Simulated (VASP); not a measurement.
# Mn (P6/mmm) in VASP: single point with PBE

Aim: the single point of Mn with PBE.

All numbers are computed with VASP 6.6.1; they aren't measurements. Logs are shortened: lines on timing, memory, paths and dates and some standing lists are left out, and cuts for length are marked.

**1. The cell of the first run**

It takes space group P6/mmm (No. 191, hexagonal). The conventional cell has a = 3.337 Å, b = 3.337 Å, c = 2.064 Å, α = 90.00°, β = 90.00°, γ = 120.00°. Mn (site symmetry 6/mmm) has 14 Mn at 2.06 to 2.19 Å within 2.7 Å. Mn (site symmetry -6m2) has 11 Mn at 1.93 to 2.19 Å within 2.6 Å.

**2. Single point, PBE, collinear spin, ferromagnetic start**

The input, INCAR:

```
ALGO = Normal
EDIFF = 1E-6
ENCUT = 520
GGA = PE
ISIF = 2
ISMEAR = -1
ISPIN = 2
LASPH = True
LCHARG = False
LMAXMIX = 4
LORBIT = 11
LREAL = False
LWAVE = False
MAGMOM = 3 3 3
NBANDS = 30
NELM = 150
PREC = Accurate
SIGMA = 0.1
```

The input, KPOINTS:

```
k-points
0
Gamma
  11 11 15
```

The input, POSCAR:

```
Mn
1.0
    3.3373961357      0.0000000000      0.0000000000
   -1.6686980678      2.8902698360      0.0000000000
    0.0000000000      0.0000000000      2.0641968865
Mn
3
Direct
    0.0000000000      0.0000000000      0.0000000000
    0.3333333333      0.6666666667      0.5000000000
    0.6666666667      0.3333333333      0.5000000000
```

Potentials or basis: VASP PAW PBE potentials, release 64 (Mn_pv).

Command:

```bash
> cat potpaw_PBE.64/Mn_pv/POTCAR > POTCAR
> mpirun -np 1 vasp_std > vasp.out
```

OUTCAR:

```text
EDIFF = 1E-6
   ENCUT = 520
   GGA = PE
   ISIF = 2
   ISMEAR = -1
   ISPIN = 2
   LASPH = True
   LORBIT = 11
   LREAL = False
   NELM = 150
   PREC = Accurate

 ion  position               nearest neighbor table
   1  0.000  0.000  0.000-   2 2.19   3 2.19   2 2.19   3 2.19   2 2.19   2 2.19   3 2.19   3 2.19
                             3 2.19   3 2.19   2 2.19   2 2.19
   2  0.333  0.667  0.500-   3 1.93   3 1.93   3 1.93   1 2.19   1 2.19   1 2.19   1 2.19   1 2.19
                             1 2.19   3 2.82   3 2.82   3 2.82   3 2.82   3 2.82   3 2.82
   3  0.667  0.333  0.500-   2 1.93   2 1.93   2 1.93   1 2.19   1 2.19   1 2.19   1 2.19   1 2.19
                             1 2.19   2 2.82   2 2.82   2 2.82   2 2.82   2 2.82   2 2.82

  LATTYP: Found a hexagonal cell.
 ALAT       =     3.3373961357
 C/A-ratio  =     0.6185052066

  Lattice vectors:

 A1 = (   3.3373961357,   0.0000000000,   0.0000000000)
 A2 = (  -1.6686980678,   2.8902698360,   0.0000000000)
 A3 = (   0.0000000000,   0.0000000000,   2.0641968865)

Analysis of symmetry for initial positions (statically):
=====================================================================
 Subroutine PRICEL returns:
 Original cell was already a primitive cell.

 Routine SETGRP: Setting up the symmetry group for a
 hexagonal supercell.

 Subroutine GETGRP returns: Found 24 space group operations
 (whereof 24 operations were pure point group operations)
 out of a pool of 24 trial point group operations.

The static configuration has the point symmetry D_6h.

Analysis of symmetry for dynamics (positions and initial velocities):
=====================================================================
 Subroutine PRICEL returns:
 Original cell was already a primitive cell.

 Routine SETGRP: Setting up the symmetry group for a
 hexagonal supercell.

 Subroutine GETGRP returns: Found 24 space group operations
 (whereof 24 operations were pure point group operations)
 out of a pool of 24 trial point group operations.

The dynamic configuration has the point symmetry D_6h.

Analysis of structural, dynamic, and magnetic symmetry:
=====================================================================
 Subroutine PRICEL returns:
 Original cell was already a primitive cell.

 Routine SETGRP: Setting up the symmetry group for a
 hexagonal supercell.

 Subroutine GETGRP returns: Found 24 space group operations
 (whereof 24 operations were pure point group operations)
 out of a pool of 24 trial point group operations.

The overall configuration has the point symmetry D_6h.

 Subroutine INISYM returns: Found 24 space group operations
 (whereof 24 operations are pure point group operations),
 and found     1 'primitive' translations

----------------------------------------------------------------------------------------

                                     Primitive cell

  volume of cell :      19.9112

  direct lattice vectors                    reciprocal lattice vectors
     3.337396136  0.000000000  0.000000000     0.299634793  0.172994228  0.000000000
    -1.668698068  2.890269836  0.000000000     0.000000000  0.345988457  0.000000000
     0.000000000  0.000000000  2.064196886     0.000000000  0.000000000  0.484449912

  length of vectors
     3.337396136  3.337396136  2.064196886     0.345988457  0.345988457  0.484449912

  position of ions in fractional coordinates (direct lattice)
     0.000000000  0.000000000  0.000000000
     0.333333333  0.666666667  0.500000000
     0.666666667  0.333333333  0.500000000

  ion indices of the primitive-cell ions
   primitive index   ion index
                 1           1
                 2           2
                 3           3

----------------------------------------------------------------------------------------

 KPOINTS: k-points

Automatic generation of k-mesh.
 Grid dimensions read from file:
 generate k-points for:   11   11   15

 Generating k-lattice:

  Cartesian coordinates                     Fractional coordinates (reciprocal lattice)
     0.027239527  0.015726748  0.000000000     0.090909091 -0.000000000  0.000000000
     0.000000000  0.031453496  0.000000000     0.000000000  0.090909091  0.000000000
     0.000000000  0.000000000  0.032296661     0.000000000  0.000000000  0.066666667

  Length of vectors
     0.031453496  0.031453496  0.032296661

  Shift w.r.t. Gamma in fractional coordinates (k-lattice)
     0.000000000  0.000000000  0.000000000

 Subroutine IBZKPT returns following result:
 ===========================================

 Found    128 irreducible k-points:

 Following reciprocal coordinates:
            Coordinates               Weight
  0.000000  0.000000  0.000000      1.000000
  0.090909  0.000000  0.000000      6.000000
  0.181818  0.000000  0.000000      6.000000
  0.272727  0.000000  0.000000      6.000000
  0.363636  0.000000  0.000000      6.000000
  0.454545 -0.000000  0.000000      6.000000
[... 16 lines left out ...]
  0.090909  0.090909  0.066667     12.000000
  0.181818  0.090909  0.066667     24.000000
 [... further k-points ...]
   k-points           NKPTS =    128   k-points in BZ     NKDIM =    128   number of bands    NBANDS=     30
   number of dos      NEDOS =    301   number of ions     NIONS =      3
   total plane-waves  NPLWV =  12544
   dimension x,y,z NGX =    28 NGY =   28 NGZ =   16
   dimension x,y,z NGXF=    56 NGYF=   56 NGZF=   32
   ions per type =               3
   NGX,Y,Z   is equivalent  to a cutoff of  13.95, 13.95, 12.89 a.u.
   NGXF,Y,Z  is equivalent  to a cutoff of  27.90, 27.90, 25.77 a.u.
 SYSTEM =  unknown system
   PREC   = accura    normal or accurate (medium, high low for compatibility)
   ISTART =      0    job   : 0-new  1-cont  2-samecut
   ICHARG =      2    charge: 1-file 2-atom 10-const
   ISPIN  =      2    spin polarized calculation?
   LNONCOLLINEAR =      F non collinear calculations
   LSORBIT =      F    spin-orbit coupling
   LASPH  =      T    aspherical Exc in radial PAW
   ENCUT  =  520.0 eV  38.22 Ry    6.18 a.u.   6.21  6.21  3.84*2*pi/ulx,y,z
   NELM   =    150;   NELMIN=  2; NELMDL= -5     # of ELM steps
   EDIFF  = 0.1E-05   stopping-criterion for ELM
   LREAL  =      F    real-space projection
   EDIFFG = 0.1E-04   stopping-criterion for IOM
   NSW    =      0    number of steps for IOM
   IBRION =     -1    ionic relax: 0-MD 1-quasi-New 2-CG
   NFREE  =      0    steps in history (QN), initial steepest desc. (CG)
   ISIF   =      2    stress and relaxation
   ISYM   =      2    0-nonsym 1-usesym 2-fastsym
   POTIM  = 0.5000    time-step for ionic-motion
   TEBEG  =    0.0;   TEEND  =   0.0 temperature during run
   PSTRESS=    0.0 pullay stress
   NELECT =      39.0000    total number of electrons
   NUPDOWN=      -1.0000    fix difference up-down
   EMIN   =  10.00;   EMAX   =-10.00  energy-range for DOS
   EFERMI =   0.00;   METHOD = LEGACY
   ISMEAR =    -1;   SIGMA  =   0.10  broadening in eV -4-tet -1-fermi 0-gaus
   EFERMI_NEDOS =   21; number of points for ismear=-14 and -15
   IALGO  =     38    algorithm
   IMIX   =      4    mixing-type and parameters
     AMIX     =   0.40;   BMIX     =  1.00
     AMIX_MAG =   1.60;   BMIX_MAG =  1.00
  volume/ion in A,a.u.               =       6.64        44.79
  Fermi-wavevector in a.u.,A,eV,Ry     =   2.048318  3.870759 57.084666  4.195605
  Thomas-Fermi vector in A             =   3.051775
   LORBIT       =     11    0 simple, 1 ext, 2 COOP (PROOUT), +10 PAW based schemes
   GGA     = PE    functional components
   LHFCALC =     F    Hartree Fock is set to
   AEXX    =    0.0000 exact exchange contribution
   IVDW    =     0    specifies the selected vdW correction
   LEPSILON=     F    determine dielectric tensor
   LRPA    =     F    only Hartree local field effects (RPA)
 spin polarized calculation
  energy-cutoff  :      520.00
  volume of cell :       19.91
 maximum number of plane-waves:       548
 NGX is ok and might be reduce to    28
   NGX = 13   NGY = 13   NGZ =  7

 number of electron      38.9999980 magnetization       0.0000231

 number of electron      38.9999980 magnetization      -0.0000451

 Free energy of the ion-electron system (eV)
  ---------------------------------------------------
  ext. energy  EPLUGINS =         0.00000000
  ---------------------------------------------------
  free energy    TOTEN  =       -17.04704565 eV

  energy without entropy =      -16.99166649  energy(sigma->0) =      -17.01935607

 E-fermi :  19.1120     XC(G=0): -17.1722

 val. band max:       19.1118883025   @ k =   0.3636   0.0000   0.4000
 cond. band min:      19.1178774263   @ k =   0.1818   0.1818   0.2667
 fundamental gap:      0.0059891239
 Fermi energy:        19.1119607117

 spin component 1

 k-point     1 :       0.0000    0.0000    0.0000
  band No.  band energies     occupation
      1     -30.6880      1.00000
      2     -30.6880      1.00000
      3     -29.7477      1.00000
      4     -29.7477      1.00000
      5     -28.7515      1.00000
      6     -27.9838      1.00000
[... 781 lines left out ...]
     29      37.7169      0.00000
     30      40.3990      0.00000

 [... further k-points ...]

 spin component 2

 k-point     1 :       0.0000    0.0000    0.0000
  band No.  band energies     occupation
      1     -30.6880      1.00000
      2     -30.6880      1.00000
      3     -29.7477      1.00000
      4     -29.7477      1.00000
      5     -28.7515      1.00000
      6     -27.9838      1.00000
[... 781 lines left out ...]
     29      37.7169      0.00000
     30      40.3990      0.00000

 [... further k-points ...]

------------------------ aborting loop because EDIFF is reached ----------------------------------------

  FORCE on cell =-STRESS in cart. coord.  units (eV):
  Direction    XX          YY          ZZ          XY          YZ          ZX
  --------------------------------------------------------------------------------------
  -------------------------------------------------------------------------------------
  Total       48.3199318     48.3199318     47.2938266      0.0000000     -0.0000000      0.0000000
  in kB     3888.1197073   3888.1197072   3805.5529508      0.0000001     -0.0000000      0.0000000
  external PRESSURE =    3860.5974551 kB  Pullay stress =       0.0000000 kB

 VOLUME and BASIS-vectors are now :
 -----------------------------------------------------------------------------
  energy-cutoff  :      520.00
  volume of cell :       19.91
      direct lattice vectors                 reciprocal lattice vectors
     3.337396136  0.000000000  0.000000000     0.299634793  0.172994228  0.000000000
    -1.668698068  2.890269836  0.000000000     0.000000000  0.345988457  0.000000000
     0.000000000  0.000000000  2.064196886     0.000000000  0.000000000  0.484449912

 POSITION                                       TOTAL-FORCE (eV/Angst)
 -----------------------------------------------------------------------------------
      0.00000      0.00000      0.00000        -0.000000     -0.000000      0.000000
     -0.00000      1.92685      1.03210        -0.000000      0.000000      0.000000
      1.66870      0.96342      1.03210         0.000000     -0.000000     -0.000000
 -----------------------------------------------------------------------------------
    total drift:                                0.000000      0.000000     -0.000000

  FREE ENERGIE OF THE ION-ELECTRON SYSTEM (eV)
  ---------------------------------------------------
  free  energy   TOTEN  =       -17.0470456485 eV

  energy  without entropy=      -16.9916664852  energy(sigma->0) =      -17.01935607

 total charge

# of ion       s       p       d       tot
------------------------------------------
    1        0.647   6.801   5.975  13.423
    2        0.673   6.816   6.047  13.536
    3        0.673   6.816   6.047  13.536
--------------------------------------------------
tot          1.992  20.433  18.069  40.494

 magnetization (x)

# of ion       s       p       d       tot
------------------------------------------
    1       -0.000  -0.000  -0.000  -0.000
    2       -0.000  -0.000  -0.000  -0.000
    3       -0.000  -0.000  -0.000  -0.000
--------------------------------------------------
tot         -0.000  -0.000  -0.000  -0.000
```

Run time: 67 s. Hardware: 1 thread of Intel Xeon 6975P-C (Granite Rapids), shared host; peak memory 0.21 GiB.

What came out:

```
Free energy : -17.0470 eV
Pressure    : 386.1 GPa
Net moment  : 0.00 μB per cell
```

Stress tensor (GPa, compression positive):
```
388.81   0.00   0.00
  0.00 388.81   0.00
  0.00   0.00 380.56
```

Levels at points of the mesh, in eV from the Fermi level:
Spin up:
```
           k point  band 17  band 18  band 19  band 20  band 21  band 22
(0.00, 0.00, 0.00)    -2.50    -1.41    -1.41    -0.40    -0.40    -0.19
```
Spin down:
| k point | band 17 | band 18 | band 19 | band 20 | band 21 | band 22 |
| --- | --- | --- | --- | --- | --- | --- |
| (0.00, 0.00, 0.00) | -2.50 | -1.41 | -1.41 | -0.40 | -0.40 | -0.19 |

Caveat: the starting moments collapsed, and a magnetic state may lie lower.
